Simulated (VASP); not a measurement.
# KCl (Fm-3m) in VASP: further runs

KCl is run at these levels: PBE; tasks: single point.

Program: VASP 6.6.1. These are calculated values, not measurements. Logs are shortened: lines on timing, memory, paths and dates and some standing lists are left out, and cuts for length are marked.

## (1) The cell of the first run

It takes space group Fm-3m (No. 225, cubic). Conventional cell: a = 6.248 Å, b = 6.248 Å, c = 6.248 Å, α = 90.00°, β = 90.00°, γ = 90.00°. Within 4.1 Å of K (site symmetry m-3m) lie 6 Cl at 3.12 Å. Within 4.1 Å of Cl (site symmetry m-3m) lie 6 K at 3.12 Å.

## (2) Single point, PBE (volume scaled by 0.94)

INCAR

```
PREC = Accurate ; ENCUT = 520
EDIFF = 1E-6 ; ISMEAR = 0
SIGMA = 0.02 ; LREAL = F
LASPH = T ; NELM = 100
ALGO = Normal ; ISIF = 2
LWAVE = F ; LCHARG = T
GGA = PE ; LELF = T
LVHAR = T ; NBANDS = 15
```

KPOINTS

```
regular mesh
0
Gamma
  6 6 6
```

POSCAR

```
KCl
1.0
    0.0000000000      3.1240779502      3.1240779502
    3.1240779502      0.0000000000      3.1240779502
    3.1240779502      3.1240779502      0.0000000000
K Cl
1 1
Direct
    0.0000000000      0.0000000000      0.0000000000
    0.5000000000      0.5000000000      0.5000000000
```

Potentials or basis: VASP PAW PBE potentials, release 64 (K_sv, Cl).

Launch:

```sh
> cat potpaw_PBE.64/K_sv/POTCAR potpaw_PBE.64/Cl/POTCAR > POTCAR
> mpirun -np 1 vasp_std > vasp.out
```

OUTCAR:

```text
PREC = Accurate
   ENCUT = 520
   EDIFF = 1E-6
   ISMEAR = 0
   LREAL = F
   LASPH = T
   NELM = 100
   ISIF = 2
   GGA = PE

 ion  position               nearest neighbor table
   1  0.000  0.000  0.000-   2 3.12   2 3.12   2 3.12   2 3.12   2 3.12   2 3.12
   2  0.500  0.500  0.500-   1 3.12   1 3.12   1 3.12   1 3.12   1 3.12   1 3.12

  LATTYP: Found a face centered cubic cell.
 ALAT       =     6.2481559004

  Lattice vectors:

 A1 = (   0.0000000000,   3.1240779502,   3.1240779502)
 A2 = (   3.1240779502,   0.0000000000,   3.1240779502)
 A3 = (   3.1240779502,   3.1240779502,   0.0000000000)

Analysis of symmetry for initial positions (statically):
=====================================================================
 Subroutine PRICEL returns:
 Original cell was already a primitive cell.

 Routine SETGRP: Setting up the symmetry group for a
 face centered cubic supercell.

 Subroutine GETGRP returns: Found 48 space group operations
 (whereof 48 operations were pure point group operations)
 out of a pool of 48 trial point group operations.

The static configuration has the point symmetry O_h .

Analysis of symmetry for dynamics (positions and initial velocities):
=====================================================================
 Subroutine PRICEL returns:
 Original cell was already a primitive cell.

 Routine SETGRP: Setting up the symmetry group for a
 face centered cubic supercell.

 Subroutine GETGRP returns: Found 48 space group operations
 (whereof 48 operations were pure point group operations)
 out of a pool of 48 trial point group operations.

The dynamic configuration has the point symmetry O_h .

 Subroutine INISYM returns: Found 48 space group operations
 (whereof 48 operations are pure point group operations),
 and found     1 'primitive' translations

----------------------------------------------------------------------------------------

                                     Primitive cell

  volume of cell :      60.9811

  direct lattice vectors                    reciprocal lattice vectors
     0.000000000  3.124077950  3.124077950    -0.160047223  0.160047223  0.160047223
     3.124077950  0.000000000  3.124077950     0.160047223 -0.160047223  0.160047223
     3.124077950  3.124077950  0.000000000     0.160047223  0.160047223 -0.160047223

  length of vectors
     4.418113407  4.418113407  4.418113407     0.277209922  0.277209922  0.277209922

  position of ions in fractional coordinates (direct lattice)
     0.000000000  0.000000000  0.000000000
     0.500000000  0.500000000  0.500000000

  ion indices of the primitive-cell ions
   primitive index   ion index
                 1           1
                 2           2

----------------------------------------------------------------------------------------

 KPOINTS: regular mesh

Automatic generation of k-mesh.
 Grid dimensions read from file:
 generate k-points for:    6    6    6

 Generating k-lattice:

  Cartesian coordinates                     Fractional coordinates (reciprocal lattice)
    -0.026674537  0.026674537  0.026674537     0.166666667  0.000000000  0.000000000
     0.026674537 -0.026674537  0.026674537     0.000000000  0.166666667  0.000000000
     0.026674537  0.026674537 -0.026674537     0.000000000  0.000000000  0.166666667

  Length of vectors
     0.046201654  0.046201654  0.046201654

  Shift w.r.t. Gamma in fractional coordinates (k-lattice)
     0.000000000  0.000000000  0.000000000

 Subroutine IBZKPT returns following result:
 ===========================================

 Found     16 irreducible k-points:

 Following reciprocal coordinates:
            Coordinates               Weight
  0.000000  0.000000  0.000000      1.000000
  0.166667  0.000000  0.000000      8.000000
  0.333333  0.000000  0.000000      8.000000
  0.500000  0.000000  0.000000      4.000000
  0.166667  0.166667  0.000000      6.000000
  0.333333  0.166667  0.000000     24.000000
[... 8 lines left out ...]
 -0.333333  0.333333  0.166667     24.000000
 -0.333333  0.500000  0.166667     12.000000
   k-points           NKPTS =     16   k-points in BZ     NKDIM =     16   number of bands    NBANDS=     15
   number of dos      NEDOS =    301   number of ions     NIONS =      2
   total plane-waves  NPLWV =  46656
   dimension x,y,z NGX =    36 NGY =   36 NGZ =   36
   dimension x,y,z NGXF=    72 NGYF=   72 NGZF=   72
   ions per type =               1   1
   NGX,Y,Z   is equivalent  to a cutoff of  13.55, 13.55, 13.55 a.u.
   NGXF,Y,Z  is equivalent  to a cutoff of  27.09, 27.09, 27.09 a.u.
 SYSTEM =  unknown system
   PREC   = accura    normal or accurate (medium, high low for compatibility)
   ISTART =      0    job   : 0-new  1-cont  2-samecut
   ICHARG =      2    charge: 1-file 2-atom 10-const
   ISPIN  =      1    spin polarized calculation?
   LNONCOLLINEAR =      F non collinear calculations
   LSORBIT =      F    spin-orbit coupling
   LASPH  =      T    aspherical Exc in radial PAW
   ENCUT  =  520.0 eV  38.22 Ry    6.18 a.u.   8.21  8.21  8.21*2*pi/ulx,y,z
   NELM   =    100;   NELMIN=  2; NELMDL= -5     # of ELM steps
   EDIFF  = 0.1E-05   stopping-criterion for ELM
   LREAL  =      F    real-space projection
   EDIFFG = 0.1E-04   stopping-criterion for IOM
   NSW    =      0    number of steps for IOM
   IBRION =     -1    ionic relax: 0-MD 1-quasi-New 2-CG
   NFREE  =      0    steps in history (QN), initial steepest desc. (CG)
   ISIF   =      2    stress and relaxation
   ISYM   =      2    0-nonsym 1-usesym 2-fastsym
   POTIM  = 0.5000    time-step for ionic-motion
   TEBEG  =    0.0;   TEEND  =   0.0 temperature during run
   PSTRESS=    0.0 pullay stress
   NELECT =      16.0000    total number of electrons
   NUPDOWN=      -1.0000    fix difference up-down
   EMIN   =  10.00;   EMAX   =-10.00  energy-range for DOS
   EFERMI =   0.00;   METHOD = LEGACY
   ISMEAR =     0;   SIGMA  =   0.02  broadening in eV -4-tet -1-fermi 0-gaus
   EFERMI_NEDOS =   21; number of points for ismear=-14 and -15
   IALGO  =     38    algorithm
   IMIX   =      4    mixing-type and parameters
     AMIX     =   0.40;   BMIX     =  1.00
     AMIX_MAG =   1.60;   BMIX_MAG =  1.00
  volume/ion in A,a.u.               =      30.49       205.76
  Fermi-wavevector in a.u.,A,eV,Ry     =   1.048052  1.980532 14.944825  1.098414
  Thomas-Fermi vector in A             =   2.182958
   LORBIT       =      0    0 simple, 1 ext, 2 COOP (PROOUT), +10 PAW based schemes
   GGA     = PE    functional components
   LHFCALC =     F    Hartree Fock is set to
   AEXX    =    0.0000 exact exchange contribution
   IVDW    =     0    specifies the selected vdW correction
   LEPSILON=     F    determine dielectric tensor
   LRPA    =     F    only Hartree local field effects (RPA)
 non-spin polarized calculation
 Gauss-broadening in eV      SIGMA  =   0.02
  energy-cutoff  :      520.00
  volume of cell :       60.98
 maximum number of plane-waves:      1676
 NGX is ok and might be reduce to    36
   NGX = 17   NGY = 17   NGZ = 17

 number of electron      16.0000002 magnetization

 Free energy of the ion-electron system (eV)
  ---------------------------------------------------
  ext. energy  EPLUGINS =         0.00000000
  ---------------------------------------------------
  free energy    TOTEN  =        -6.79524138 eV

  energy without entropy =       -6.79524138  energy(sigma->0) =       -6.79524138

 E-fermi :  -1.5949     XC(G=0):  -7.6272

 val. band max:       -1.7553365837   @ k =   0.0000   0.0000   0.0000
 cond. band min:       3.5064714741   @ k =   0.0000   0.0000   0.0000
 fundamental gap:      5.2618080578
 Fermi energy:        -1.5948997411

 k-point     1 :       0.0000    0.0000    0.0000
  band No.  band energies     occupation
      1     -28.9018      2.00000
      2     -13.8977      2.00000
      3     -12.3630      2.00000
      4     -12.3630      2.00000
      5     -12.3630      2.00000
      6      -1.7553      2.00000
      7      -1.7553      2.00000
      8      -1.7553      2.00000
      9       3.5065      0.00000
     10       6.6365      0.00000
     11       6.6365      0.00000
     12       6.6365      0.00000
     13       7.5250      0.00000
     14       7.5250      0.00000
     15      11.3036      0.00000

 k-point     2 :       0.1667    0.0000    0.0000
  band No.  band energies     occupation
      1     -28.8989      2.00000
      2     -13.9517      2.00000
      3     -12.3655      2.00000
      4     -12.3655      2.00000
      5     -12.2948      2.00000
      6      -2.0808      2.00000
      7      -1.8457      2.00000
      8      -1.8457      2.00000
      9       4.1536      0.00000
     10       6.4697      0.00000
     11       6.9883      0.00000
     12       6.9883      0.00000
     13       7.9105      0.00000
     14       7.9105      0.00000
     15      12.2293      0.00000

 k-point     3 :       0.3333    0.0000    0.0000
  band No.  band energies     occupation
      1     -28.8929      2.00000
      2     -14.0484      2.00000
      3     -12.3704      2.00000
      4     -12.3704      2.00000
      5     -12.1687      2.00000
      6      -2.6159      2.00000
      7      -2.0164      2.00000
      8      -2.0164      2.00000
      9       5.3835      0.00000
     10       6.5644      0.00000
     11       7.9443      0.00000
     12       7.9443      0.00000
     13       8.8865      0.00000
     14       8.8865      0.00000
     15      11.2304      0.00000

 k-point     4 :       0.5000    0.0000    0.0000
  band No.  band energies     occupation
      1     -28.8899      2.00000
      2     -14.0924      2.00000
      3     -12.3728      2.00000
      4     -12.3728      2.00000
      5     -12.1097      2.00000
      6      -2.8467      2.00000
      7      -2.0973      2.00000
      8      -2.0973      2.00000
      9       5.9001      0.00000
     10       6.9325      0.00000
     11       8.8446      0.00000
     12       8.8446      0.00000
     13       9.7336      0.00000
     14       9.7336      0.00000
     15      10.3923      0.00000
[... 163 lines left out ...]
 k-point    14 :       0.5000    0.3333    0.1667
  band No.  band energies     occupation
      1     -28.8892      2.00000
      2     -13.9625      2.00000
      3     -12.4295      2.00000
      4     -12.4008      2.00000
      5     -12.2496      2.00000
      6      -2.5348      2.00000
      7      -2.0843      2.00000
      8      -2.0645      2.00000
      9       5.7753      0.00000
     10       6.1692      0.00000
     11       8.2263      0.00000
     12       8.8746      0.00000
     13       9.0123      0.00000
     14       9.2949      0.00000
     15      10.1606      0.00000

 k-point    15 :      -0.3333    0.3333    0.1667
  band No.  band energies     occupation
      1     -28.8873      2.00000
      2     -13.9489      2.00000
      3     -12.4463      2.00000
      4     -12.4264      2.00000
      5     -12.2426      2.00000
      6      -2.4910      2.00000
      7      -2.2062      2.00000
      8      -2.1236      2.00000
      9       6.2425      0.00000
     10       6.4814      0.00000
     11       8.1007      0.00000
     12       8.3497      0.00000
     13       9.5276      0.00000
     14      10.1349      0.00000
     15      10.2455      0.00000

 k-point    16 :      -0.3333    0.5000    0.1667
  band No.  band energies     occupation
      1     -28.8864      2.00000
      2     -13.8696      2.00000
      3     -12.4938      2.00000
      4     -12.4468      2.00000
      5     -12.3060      2.00000
      6      -2.3402      2.00000
      7      -2.1945      2.00000
      8      -2.1222      2.00000
      9       5.5065      0.00000
     10       7.2375      0.00000
     11       7.4308      0.00000
     12       8.5087      0.00000
     13       9.2675      0.00000
     14      10.0388      0.00000
     15      10.6677      0.00000

------------------------ aborting loop because EDIFF is reached ----------------------------------------

  FORCE on cell =-STRESS in cart. coord.  units (eV):
  Direction    XX          YY          ZZ          XY          YZ          ZX
  --------------------------------------------------------------------------------------
  -------------------------------------------------------------------------------------
  Total        0.4703207      0.4703207      0.4703207      0.0000000      0.0000000      0.0000000
  in kB       12.3568888     12.3568888     12.3568888      0.0000000      0.0000000      0.0000000
  external PRESSURE =      12.3568888 kB  Pullay stress =       0.0000000 kB

 VOLUME and BASIS-vectors are now :
 -----------------------------------------------------------------------------
  energy-cutoff  :      520.00
  volume of cell :       60.98
      direct lattice vectors                 reciprocal lattice vectors
     0.000000000  3.124077950  3.124077950    -0.160047223  0.160047223  0.160047223
     3.124077950  0.000000000  3.124077950     0.160047223 -0.160047223  0.160047223
     3.124077950  3.124077950  0.000000000     0.160047223  0.160047223 -0.160047223

 POSITION                                       TOTAL-FORCE (eV/Angst)
 -----------------------------------------------------------------------------------
      0.00000      0.00000      0.00000         0.000000      0.000000     -0.000000
      3.12408      3.12408      3.12408        -0.000000     -0.000000      0.000000
 -----------------------------------------------------------------------------------
    total drift:                                0.000000      0.000000      0.000000

  FREE ENERGIE OF THE ION-ELECTRON SYSTEM (eV)
  ---------------------------------------------------
  free  energy   TOTEN  =        -6.7952413787 eV

  energy  without entropy=       -6.7952413787  energy(sigma->0) =       -6.79524138
```

Wall time 7.8 s (1 thread of Intel Xeon 6975P-C (Granite Rapids), shared host); peak memory 0.2 GiB.

Results:

```
Free energy            : -6.7952 eV
Pressure               : 1.2 GPa
Band gap on the k mesh : 5.26 eV, direct
```

## (3) Single point, PBE (volume scaled by 0.97)

INCAR

```
SYSTEM = KCl
ALGO = Normal ; EDIFF = 1E-6
ENCUT = 520 ; GGA = PE
ISIF = 2 ; ISMEAR = 0
LASPH = .True. ; LCHARG = .False.
LREAL = .False. ; LWAVE = .False.
NBANDS = 15 ; NELM = 60
PREC = Accurate ; SIGMA = 0.02
```

KPOINTS

```
k-points
0
Gamma
  6 6 6
  0 0 0
```

POSCAR

```
KCl
1.0
    0.0000000000      3.1569653981      3.1569653981
    3.1569653981      0.0000000000      3.1569653981
    3.1569653981      3.1569653981      0.0000000000
K Cl
1 1
Direct
    0.0000000000      0.0000000000      0.0000000000
    0.5000000000      0.5000000000      0.5000000000
```

Potentials or basis: VASP PAW PBE potentials, release 64 (K_sv, Cl).

Launch:

```sh
> cat potpaw_PBE.64/K_sv/POTCAR potpaw_PBE.64/Cl/POTCAR > POTCAR
> mpirun -np 1 vasp_std > vasp.out
```

It took 7.4 s on 1 thread of Intel Xeon 6975P-C (Granite Rapids), shared host; peak memory 0.2 GiB.

It converged, with:

| Quantity | Value |
| --- | --- |
| Free energy | -6.8067 eV |
| Pressure | 0.6 GPa |
| Band gap on the k mesh | 5.15 eV, direct |

Levels at points of the mesh, in eV from the valence-band top:
| k point | band 5 | band 6 | band 7 | band 8 | band 9 | band 10 | band 11 | band 12 |
| --- | --- | --- | --- | --- | --- | --- | --- | --- |
| (0.00, 0.00, 0.00) | -10.68 | 0.00 | 0.00 | 0.00 | 5.15 | 8.37 | 8.37 | 8.37 |
| (0.50, 0.00, 0.00) | -10.45 | -1.04 | -0.32 | -0.32 | 7.56 | 8.56 | 10.50 | 10.50 |
| (0.50, 0.50, 0.00) | -10.74 | -0.65 | -0.22 | -0.22 | 6.54 | 8.30 | 10.01 | 10.22 |
